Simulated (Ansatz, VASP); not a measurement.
## Ca: VASP beside Ansatz

Contents of INCAR:

```
PREC = Accurate
ENCUT = 520
EDIFF = 1E-6
ISMEAR = 0
SIGMA = 0.15
LREAL = F
LASPH = T
NELM = 60
ALGO = Fast
ISIF = 2
LWAVE = F
LCHARG = F
GGA = PE
NBANDS = 11
```

Contents of KPOINTS:

```
regular mesh
0
Gamma
  14 14 14
```

File POSCAR:

```
Ca
1.0
    0.0000000000      2.9059680000      2.6824320000
    2.9059680000      0.0000000000      2.6824320000
    2.9059680000      2.9059680000      0.0000000000
Ca
1
Direct
    0.0000000000      0.0000000000      0.0000000000
```

Input for Ansatz:

```yaml
crystal:
  lattice:
    - [0.0, 2.905968, 2.682432]
    - [2.905968, 0.0, 2.682432]
    - [2.905968, 2.905968, 0.0]
  atoms:
    - { symbol: Ca, position: [0.0, 0.0, 0.0] }
basis:
  ecutwfc: 420
kpoints:
  mp_grid: { grid: [14, 14, 14] }
hamiltonian:
  xc: pbe
scf:
  occupations: { method: gaussian, width: 0.15 }
output:
  forces: true
  stress: true
  eigenvalues: true
```

Change from the starting cell: strain +0.040 along x and y, -0.040 along z, atoms carried along.

Alike in both runs: task single point; functional PBE; k mesh 14 × 14 × 14; occupations gaussian, width 0.15 eV; no spin polarisation.

```csv
,VASP,Ansatz
version,VASP 6.6.1,Ansatz 0.2.0
potentials or method,"VASP PAW PBE potentials, release 64 (Ca_sv), cutoff 520 eV","scalar-relativistic, plane waves, PAW"
valence electrons in the cell,10,10
```

|  | VASP | Ansatz | Ansatz less VASP |
| --- | --- | --- | --- |
| gap on the k mesh at the Fermi level (eV) | none | none | - |
| pressure (GPa) | -1.1 | -1.1 | 0.00 |
| traceless stress, the component that is largest in VASP (GPa) | 0.23 | 0.23 | 0.000 |

A gap of «none» marks a metal or a gap that the smearing closes.
